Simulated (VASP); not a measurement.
# Re (Pm-3m) in VASP: a series of runs

Re is run at these levels: LDA; tasks: single point.

Program: VASP 6.6.1. These are calculated values, not measurements. Logs are shortened: lines on timing, memory, paths and dates and some standing lists are left out, and cuts for length are marked.

### 1 The cell of the first run

Symmetry: Pm-3m, No. 221, cubic system. The conventional cell has a = 2.539 Å, b = 2.539 Å, c = 2.539 Å, α = 90.00°, β = 90.00°, γ = 90.00°. Re (site symmetry m-3m) has 6 Re at 2.54 Å within 3.4 Å.

This isn't the form of Re at room conditions, which is hcp.

### 2 Single point, LDA

Contents of INCAR:

```
SYSTEM = Re
PREC     = Accurate       ! precision mode
ENCUT    = 520            ! plane-wave cutoff, eV
EDIFF    = 1E-6           ! SCF threshold, eV
ISMEAR   = -1             ! smearing method
SIGMA    = 0.1            ! smearing width, eV
LREAL    = .FALSE.        ! projectors in reciprocal space
LASPH    = .TRUE.         ! aspherical terms in the spheres
NELM     = 60             ! most SCF steps
ALGO     = Normal         ! electronic algorithm
ISIF     = 2              ! what is computed and relaxed
LWAVE    = .FALSE.        ! write WAVECAR
LCHARG   = .FALSE.        ! write CHGCAR
NBANDS   = 10             ! bands
```

Contents of KPOINTS:

```
Automatic mesh
0
G
  12 12 12
  0 0 0
```

Contents of POSCAR:

```
Re
1.0
    2.5394947864      0.0000000000      0.0000000000
    0.0000000000      2.5394947864      0.0000000000
    0.0000000000      0.0000000000      2.5394947864
Re
1
Direct
    0.0000000000      0.0000000000      0.0000000000
```

Potentials or basis: VASP PAW LDA potentials, release 64 (Re).

Command:

```bash
$ cat potpaw_LDA.64/Re/POTCAR > POTCAR
$ mpirun -np 1 vasp_std > vasp.out
```

OUTCAR:

```text
SYSTEM = Re
   PREC = Accurate
   ENCUT = 520
   EDIFF = 1E-6
   ISMEAR = -1
   LREAL = .FALSE.
   LASPH = .TRUE.
   NELM = 60
   ISIF = 2

 ion  position               nearest neighbor table
   1  0.000  0.000  0.000-

  LATTYP: Found a simple cubic cell.
 ALAT       =     2.5394947864

  Lattice vectors:

 A1 = (   2.5394947864,   0.0000000000,   0.0000000000)
 A2 = (   0.0000000000,   2.5394947864,   0.0000000000)
 A3 = (   0.0000000000,   0.0000000000,   2.5394947864)

Analysis of symmetry for initial positions (statically):
=====================================================================
 Subroutine PRICEL returns:
 Original cell was already a primitive cell.

 Routine SETGRP: Setting up the symmetry group for a
 simple cubic supercell.

 Subroutine GETGRP returns: Found 48 space group operations
 (whereof 48 operations were pure point group operations)
 out of a pool of 48 trial point group operations.

The static configuration has the point symmetry O_h .

Analysis of symmetry for dynamics (positions and initial velocities):
=====================================================================
 Subroutine PRICEL returns:
 Original cell was already a primitive cell.

 Routine SETGRP: Setting up the symmetry group for a
 simple cubic supercell.

 Subroutine GETGRP returns: Found 48 space group operations
 (whereof 48 operations were pure point group operations)
 out of a pool of 48 trial point group operations.

The dynamic configuration has the point symmetry O_h .

 Subroutine INISYM returns: Found 48 space group operations
 (whereof 48 operations are pure point group operations),
 and found     1 'primitive' translations

----------------------------------------------------------------------------------------

                                     Primitive cell

  volume of cell :      16.3773

  direct lattice vectors                    reciprocal lattice vectors
     2.539494786  0.000000000  0.000000000     0.393779111  0.000000000  0.000000000
     0.000000000  2.539494786  0.000000000     0.000000000  0.393779111  0.000000000
     0.000000000  0.000000000  2.539494786     0.000000000  0.000000000  0.393779111

  length of vectors
     2.539494786  2.539494786  2.539494786     0.393779111  0.393779111  0.393779111

  position of ions in fractional coordinates (direct lattice)
     0.000000000  0.000000000  0.000000000

  ion indices of the primitive-cell ions
   primitive index   ion index
                 1           1

----------------------------------------------------------------------------------------

 KPOINTS: Automatic mesh

Automatic generation of k-mesh.
 Grid dimensions read from file:
 generate k-points for:   12   12   12

 Generating k-lattice:

  Cartesian coordinates                     Fractional coordinates (reciprocal lattice)
     0.032814926  0.000000000  0.000000000     0.083333333  0.000000000  0.000000000
     0.000000000  0.032814926  0.000000000     0.000000000  0.083333333  0.000000000
     0.000000000  0.000000000  0.032814926     0.000000000  0.000000000  0.083333333

  Length of vectors
     0.032814926  0.032814926  0.032814926

  Shift w.r.t. Gamma in fractional coordinates (k-lattice)
     0.000000000  0.000000000  0.000000000

 Subroutine IBZKPT returns following result:
 ===========================================

 Found     84 irreducible k-points:

 Following reciprocal coordinates:
            Coordinates               Weight
  0.000000  0.000000  0.000000      1.000000
  0.083333  0.000000  0.000000      6.000000
  0.166667  0.000000  0.000000      6.000000
  0.250000  0.000000  0.000000      6.000000
  0.333333  0.000000  0.000000      6.000000
  0.416667  0.000000  0.000000      6.000000
[... 16 lines left out ...]
  0.333333  0.333333  0.000000     12.000000
  0.416667  0.333333  0.000000     24.000000
 [... further k-points ...]
   k-points           NKPTS =     84   k-points in BZ     NKDIM =     84   number of bands    NBANDS=     10
   number of dos      NEDOS =    301   number of ions     NIONS =      1
   total plane-waves  NPLWV =   8000
   dimension x,y,z NGX =    20 NGY =   20 NGZ =   20
   dimension x,y,z NGXF=    40 NGYF=   40 NGZF=   40
   ions per type =               1
   NGX,Y,Z   is equivalent  to a cutoff of  13.09, 13.09, 13.09 a.u.
   NGXF,Y,Z  is equivalent  to a cutoff of  26.19, 26.19, 26.19 a.u.
 SYSTEM =  Re
   PREC   = accura    normal or accurate (medium, high low for compatibility)
   ISTART =      0    job   : 0-new  1-cont  2-samecut
   ICHARG =      2    charge: 1-file 2-atom 10-const
   ISPIN  =      1    spin polarized calculation?
   LNONCOLLINEAR =      F non collinear calculations
   LSORBIT =      F    spin-orbit coupling
   LASPH  =      T    aspherical Exc in radial PAW
   ENCUT  =  520.0 eV  38.22 Ry    6.18 a.u.   4.72  4.72  4.72*2*pi/ulx,y,z
   NELM   =     60;   NELMIN=  2; NELMDL= -5     # of ELM steps
   EDIFF  = 0.1E-05   stopping-criterion for ELM
   LREAL  =      F    real-space projection
   EDIFFG = 0.1E-04   stopping-criterion for IOM
   NSW    =      0    number of steps for IOM
   IBRION =     -1    ionic relax: 0-MD 1-quasi-New 2-CG
   NFREE  =      0    steps in history (QN), initial steepest desc. (CG)
   ISIF   =      2    stress and relaxation
   ISYM   =      2    0-nonsym 1-usesym 2-fastsym
   POTIM  = 0.5000    time-step for ionic-motion
   TEBEG  =    0.0;   TEEND  =   0.0 temperature during run
   PSTRESS=    0.0 pullay stress
   NELECT =       7.0000    total number of electrons
   NUPDOWN=      -1.0000    fix difference up-down
   EMIN   =  10.00;   EMAX   =-10.00  energy-range for DOS
   EFERMI =   0.00;   METHOD = LEGACY
   ISMEAR =    -1;   SIGMA  =   0.10  broadening in eV -4-tet -1-fermi 0-gaus
   EFERMI_NEDOS =   21; number of points for ismear=-14 and -15
   IALGO  =     38    algorithm
   IMIX   =      4    mixing-type and parameters
     AMIX     =   0.40;   BMIX     =  1.00
     AMIX_MAG =   1.60;   BMIX_MAG =  1.00
  volume/ion in A,a.u.               =      16.38       110.52
  Fermi-wavevector in a.u.,A,eV,Ry     =   1.233181  2.330374 20.690864  1.520736
  Thomas-Fermi vector in A             =   2.367922
   LORBIT       =      0    0 simple, 1 ext, 2 COOP (PROOUT), +10 PAW based schemes
   GGA     = CA    functional components
   LHFCALC =     F    Hartree Fock is set to
   AEXX    =    0.0000 exact exchange contribution
   IVDW    =     0    specifies the selected vdW correction
   LEPSILON=     F    determine dielectric tensor
   LRPA    =     F    only Hartree local field effects (RPA)
 non-spin polarized calculation
  energy-cutoff  :      520.00
  volume of cell :       16.38
 maximum number of plane-waves:       466
 NGX is ok and might be reduce to    20
   NGX =  9   NGY =  9   NGZ =  9

 number of electron       6.9999998 magnetization

 Free energy of the ion-electron system (eV)
  ---------------------------------------------------
  ext. energy  EPLUGINS =         0.00000000
  ---------------------------------------------------
  free energy    TOTEN  =       -12.36519541 eV

  energy without entropy =      -12.32325734  energy(sigma->0) =      -12.34422638

 E-fermi :   7.0843     XC(G=0): -13.1148

 val. band max:        7.0637476959   @ k =   0.5000   0.4167   0.0833
 cond. band min:       7.1239120537   @ k =   0.5000   0.1667   0.0000
 fundamental gap:      0.0601643577
 Fermi energy:         7.0842961642

 k-point     1 :       0.0000    0.0000    0.0000
  band No.  band energies     occupation
      1      -2.3380      2.00000
      2       1.4669      2.00000
      3       1.4669      2.00000
      4      10.8174      0.00000
      5      10.8174      0.00000
      6      10.8174      0.00000
      7      22.8019      0.00000
      8      22.8019      0.00000
      9      22.8019      0.00000
     10      29.0851      0.00000

 k-point     2 :       0.0833    0.0000    0.0000
  band No.  band energies     occupation
      1      -2.1000      2.00000
      2       1.5260      2.00000
      3       1.7298      2.00000
      4      10.4539      0.00000
      5      10.4539      0.00000
      6      10.8441      0.00000
      7      21.5463      0.00000
      8      23.3058      0.00000
      9      23.3058      0.00000
     10      29.9691      0.00000

 k-point     3 :       0.1667    0.0000    0.0000
  band No.  band energies     occupation
      1      -1.4713      2.00000
      2       1.6914      2.00000
      3       2.5173      2.00000
      4       9.5780      0.00000
      5       9.5780      0.00000
      6      10.9175      0.00000
      7      19.3136      0.00000
      8      24.5775      0.00000
      9      24.5775      0.00000
     10      27.6803      0.00000

 k-point     4 :       0.2500    0.0000    0.0000
  band No.  band energies     occupation
      1      -0.6450      2.00000
      2       1.9280      2.00000
      3       3.7397      2.00000
      4       8.5710      0.00000
      5       8.5710      0.00000
      6      11.0193      0.00000
      7      17.3205      0.00000
      8      25.4696      0.00000
      9      26.1793      0.00000
     10      26.1793      0.00000
[... 222 lines left out ...]
 k-point    22 :       0.5000    0.2500    0.0000
  band No.  band energies     occupation
      1       2.2242      2.00000
      2       2.3521      2.00000
      3       5.5274      2.00000
      4       7.3121      0.18590
      5       9.2416      0.00000
      6      10.2874      0.00000
      7      15.7702      0.00000
      8      24.0562      0.00000
      9      24.3648      0.00000
     10      26.4871      0.00000

 k-point    23 :       0.3333    0.3333    0.0000
  band No.  band energies     occupation
      1       1.5944      2.00000
      2       2.5812      2.00000
      3       7.4027      0.07952
      4       8.0916      0.00008
      5       8.1117      0.00007
      6       8.3803      0.00000
      7      17.3564      0.00000
      8      20.7505      0.00000
      9      25.6338      0.00000
     10      31.1858      0.00000

 k-point    24 :       0.4167    0.3333    0.0000
  band No.  band energies     occupation
      1       1.3548      2.00000
      2       2.6480      2.00000
      3       7.6909      0.00463
      4       7.8506      0.00094
      5       8.3931      0.00000
      6      10.0237      0.00000
      7      16.1519      0.00000
      8      21.5615      0.00000
      9      24.6602      0.00000
     10      28.7751      0.00000

 [... further k-points ...]

------------------------ aborting loop because EDIFF is reached ----------------------------------------

  FORCE on cell =-STRESS in cart. coord.  units (eV):
  Direction    XX          YY          ZZ          XY          YZ          ZX
  --------------------------------------------------------------------------------------
  -------------------------------------------------------------------------------------
  Total        0.0014277      0.0014277      0.0014277      0.0000000      0.0000000      0.0000000
  in kB        0.1396716      0.1396716      0.1396716      0.0000000      0.0000000      0.0000000
  external PRESSURE =       0.1396716 kB  Pullay stress =       0.0000000 kB

 VOLUME and BASIS-vectors are now :
 -----------------------------------------------------------------------------
  energy-cutoff  :      520.00
  volume of cell :       16.38
      direct lattice vectors                 reciprocal lattice vectors
     2.539494786  0.000000000  0.000000000     0.393779111  0.000000000  0.000000000
     0.000000000  2.539494786  0.000000000     0.000000000  0.393779111  0.000000000
     0.000000000  0.000000000  2.539494786     0.000000000  0.000000000  0.393779111

 POSITION                                       TOTAL-FORCE (eV/Angst)
 -----------------------------------------------------------------------------------
      0.00000      0.00000      0.00000         0.000000      0.000000      0.000000
 -----------------------------------------------------------------------------------
    total drift:                                0.000000      0.000000      0.000000

  FREE ENERGIE OF THE ION-ELECTRON SYSTEM (eV)
  ---------------------------------------------------
  free  energy   TOTEN  =       -12.3651954101 eV

  energy  without entropy=      -12.3232573445  energy(sigma->0) =      -12.34422638
```

Run time: 11 s. Hardware: 1 thread of Intel Xeon 8259CL, shared host; peak memory 0.13 GiB.

Results:

```
Free energy            : -12.3652 eV
Pressure               : 0.0 GPa
Band gap on the k mesh : zero (an odd number of electrons rules out a gap without spin polarisation)
```

Caveat: spin-orbit coupling is left out, which moves the levels of the heavy elements.

### 3 Single point, LDA (14.41 Å³/atom)

This run uses another cell than the first one, of 14.41 Å³/atom.

Contents of INCAR:

```
PREC = Accurate
ENCUT = 520
EDIFF = 1E-6
ISMEAR = -1
SIGMA = 0.1
LREAL = False
LASPH = True
NELM = 100
ALGO = Normal
ISIF = 2
LWAVE = False
LCHARG = False
GGA = CA
NBANDS = 10
```

Contents of KPOINTS:

```
regular mesh
0
Gamma
  14 14 14
```

Contents of POSCAR:

```
Re
1.0
    2.4335571493      0.0000000000      0.0000000000
    0.0000000000      2.4335571493      0.0000000000
    0.0000000000      0.0000000000      2.4335571493
Re
1
Direct
    0.0000000000      0.0000000000      0.0000000000
```

Potentials or basis: VASP PAW LDA potentials, release 64 (Re).

Command:

```bash
$ cat potpaw_LDA.64/Re/POTCAR > POTCAR
$ mpirun -np 1 vasp_std > vasp.out
```

It took 16 s on 1 thread of Intel Xeon 8259CL, shared host; peak memory 0.13 GiB.

It converged, with:

```yaml
Free_energy: -12.1178 eV
Pressure: 49.0 GPa
Band_gap_on_the_k_mesh: zero (an odd number of electrons rules out a gap without spin polarisation)
```

Levels at points of the mesh, in eV from the Fermi level:
```
           k point  band 1  band 2  band 3  band 4  band 5  band 6  band 7
(0.00, 0.00, 0.00)  -10.33   -6.66   -6.66    4.50    4.50    4.50   16.86
(0.50, 0.00, 0.00)   -6.57   -5.49   -1.08   -0.27   -0.27    5.02   10.56
(0.50, 0.50, 0.00)   -8.08   -4.51    0.69    0.69    5.57    5.57    7.92
(0.50, 0.50, 0.50)   -6.12   -6.12   -6.12    7.41    8.29    8.29   14.08
```

Caveat: the cell stands under pressure; spin-orbit coupling is left out, which moves the levels of the heavy elements.
